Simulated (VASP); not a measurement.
A run of VASP 6.6.1:

INCAR

```
ALGO     = Normal         # electronic algorithm
EDIFF    = 1E-6           # SCF threshold, eV
ENCUT    = 600            # plane-wave cutoff, eV
GGA      = PS             # functional
GGA_COMPAT= F            
ISIF     = 2              # what is computed and relaxed
ISMEAR   = 1              # smearing method
LASPH    = T              # aspherical terms in the spheres
LCHARG   = F              # write CHGCAR
LREAL    = F              # projectors in reciprocal space
LWAVE    = F              # write WAVECAR
NBANDS   = 12             # bands
NELM     = 120            # most SCF steps
PREC     = Accurate       # precision mode
SIGMA    = 0.01           # smearing width, eV
```

Contents of KPOINTS:

```
k-points
0
Gamma
  4 4 4
```

Contents of POSCAR:

```
MgC2
1.0
    0.0000000000      2.3712283933      2.3712283933
    2.3712283933      0.0000000000      2.3712283933
    2.3712283933      2.3712283933      0.0000000000
Mg C
1 2
Direct
    0.0000000000      0.0000000000      0.0000000000
    0.2500000000      0.2500000000      0.2500000000
    0.7500000000      0.7500000000      0.7500000000
```

Potentials or basis: VASP PAW PBE potentials, release 64 (Mg, C).

The run is started by

```bash
$ cat potpaw_PBE.64/Mg/POTCAR potpaw_PBE.64/C/POTCAR > POTCAR
$ mpirun -np 1 vasp_std > vasp.out
```

Hardware: 1 thread of Intel(R) Xeon(R) Platinum 8375C CPU @ 2.90GHz (Ice Lake), on a shared host.

**Question.** How long does it take, and how much memory?

**Answer.** Wall time 8.8 s on 1 thread of Intel(R) Xeon(R) Platinum 8375C CPU @ 2.90GHz (Ice Lake) (shared host), peak memory 0.15 GiB. Counts: scf iterations 11, k points 8.
